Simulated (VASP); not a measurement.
Here is a VASP 6.6.1 calculation.

The input INCAR:

```
PREC = Accurate
ENCUT = 600
EDIFF = 1E-6
ISMEAR = 0
SIGMA = 0.1
LREAL = F
LASPH = T
NELM = 100
ALGO = Normal
ISIF = 3
LWAVE = F
LCHARG = F
GGA = PE
IBRION = 2
NSW = 100
EDIFFG = -0.01
```

File KPOINTS:

```
Automatic mesh
0
Gamma
  12 12 12
```

POSCAR

```
Nb3B
1.0
    3.9318872730      0.0000000000      0.0000000000
    0.0000000000      3.9318872730      0.0000000000
    0.0000000000      0.0000000000      3.9318872730
Nb B
3 1
Direct
    0.0000000000      0.5000000000      0.5000000000
    0.5000000000      0.0000000000      0.5000000000
    0.5000000000      0.5000000000      0.0000000000
    0.0000000000      0.0000000000      0.0000000000
```

Potentials or basis: VASP PAW PBE potentials, release 64 (Nb_sv, B).

Run with:

```bash
$ cat potpaw_PBE.64/Nb_sv/POTCAR potpaw_PBE.64/B/POTCAR > POTCAR
$ mpirun -np 1 vasp_std > vasp.out
```

Question: Predict the space group after relaxing (to 0.05 Å).

Answer: Pm-3m (No. 221).

Question: Estimate the relaxed volume.

Answer: 15.11 Å³/atom.

Question: What does it give for the band gap on the k mesh?

Answer: Zero (band 21 reaches 11.41 eV, above the bottom of band 22 at 10.73 eV).

Question: What does it give for the relaxed cell?

Answer: a = 3.925 Å, b = 3.925 Å, c = 3.925 Å, α = 90.00°, β = 90.00°, γ = 90.00°.

Final structure:
```
Nb B
1.0
     3.92484    0.00000    0.00000
     0.00000    3.92484    0.00000
     0.00000    0.00000    3.92484
Nb B
3 1
Direct
  0.00000 0.50000 0.50000
  0.50000 0.00000 0.50000
  0.50000 0.50000 0.00000
  0.00000 0.00000 0.00000
```
